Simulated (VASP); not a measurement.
Set up this calculation in VASP 6.6.1, as the native input.

```yaml
Task: single point
Functional: PBEsol
Potentials_or_basis: VASP PAW PBE potentials, release 64 (Y_sv)
Cutoff: 520 eV
k_mesh: 14 × 14 × 14
Occupations: gaussian, width 0.1 eV
Spin: no spin polarisation
Dipole_correction: no
Further_INCAR_settings: ALGO = Normal; EDIFF = 1e-07; NBANDS = 12
```

The structure of Y lies in POSCAR:

```
Y
1.0
   -1.9858396026      1.9858396026      1.9858396026
    1.9858396026     -1.9858396026      1.9858396026
    1.9858396026      1.9858396026     -1.9858396026
Y
1
Direct
    0.0000000000      0.0000000000      0.0000000000
```

One way to write it, as run:

INCAR

```
PREC = Accurate ; ENCUT = 520
EDIFF = 1E-7 ; ISMEAR = 0
SIGMA = 0.1 ; LREAL = F
LASPH = T ; NELM = 80
ALGO = Normal ; ISIF = 2
LWAVE = F ; LCHARG = F
GGA = PS ; NBANDS = 12
```

KPOINTS

```
regular mesh
0
Gamma
  14 14 14
```

Potentials or basis: VASP PAW PBE potentials, release 64 (Y_sv).

Launch:

```console
$ cat potpaw_PBE.64/Y_sv/POTCAR > POTCAR
$ mpirun -np 1 vasp_std > vasp.out
```

It gave:

```json
{
 "Pressure": "-0.1 GPa"
}
```

Caveat: the PAW data sets were made with another functional, which shifts forces and pressure a little.

It took 68 s on 1 thread of Intel Xeon 8259CL, on a shared host, peak memory 0.2 GiB.
